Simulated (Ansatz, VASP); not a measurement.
One calculation of PbS, two programs

INCAR

```
SYSTEM = PbS
PREC     = Accurate       ! precision mode
ENCUT    = 520            ! plane-wave cutoff, eV
EDIFF    = 1E-6           ! SCF threshold, eV
ISMEAR   = -1             ! smearing method
SIGMA    = 0.01           ! smearing width, eV
LREAL    = .False.        ! projectors in reciprocal space
LASPH    = .True.         ! aspherical terms in the spheres
NELM     = 100            ! most SCF steps
ALGO     = Normal         ! electronic algorithm
ISIF     = 2              ! what is computed and relaxed
LWAVE    = .False.        ! write WAVECAR
LCHARG   = .True.         ! write CHGCAR
GGA      = PE             ! functional
LELF     = .True.         ! ELF
LVHAR    = .True.       
NBANDS   = 17             ! bands
```

KPOINTS

```
regular mesh
0
Gamma
  8 8 8
  0 0 0
```

POSCAR

```
PbS
1.0
    0.0000000000      2.9650000000      2.9650000000
    2.9650000000      0.0000000000      2.9650000000
    2.9650000000      2.9650000000      0.0000000000
Pb S
1 1
Direct
    0.0000000000      0.0000000000      0.0000000000
    0.5000000000      0.5000000000      0.5000000000
```

Input for Ansatz:

```yaml
crystal:
  lattice:
    - [0.0, 2.965, 2.965]
    - [2.965, 0.0, 2.965]
    - [2.965, 2.965, 0.0]
  atoms:
    - { symbol: Pb, position: [0.0, 0.0, 0.0] }
    - { symbol: S, position: [0.5, 0.5, 0.5] }
kpoints:
  mp_grid: { grid: [8, 8, 8] }
scf:
  occupations: { method: fermi_dirac, width: 0.01 }
hamiltonian:
  xc: pbe
  pseudopotentials: { kind: all_electron, lapw: { basis_error: 0.0005 } }
output:
  forces: true
  stress: true
  eigenvalues: true
basis:
  ecutwfc: 150
```

Alike in both runs: task single point; functional PBE; k mesh 8 × 8 × 8; occupations fermi-dirac, width 0.01 eV; no spin polarisation.

```csv
,VASP,Ansatz
version,VASP 6.6.1,Ansatz 0.2.0
potentials or method,"VASP PAW PBE potentials, release 64 (Pb_d, S), cutoff 520 eV","all-electron LAPW, scalar-relativistic"
```

|  | VASP | Ansatz | Ansatz less VASP |
| --- | --- | --- | --- |
| pressure (GPa) | 2.2 | 2.3 | +0.10 |

Ansatz ran all-electron here, and VASP with PAW potentials.

Neither program's run includes spin-orbit coupling.
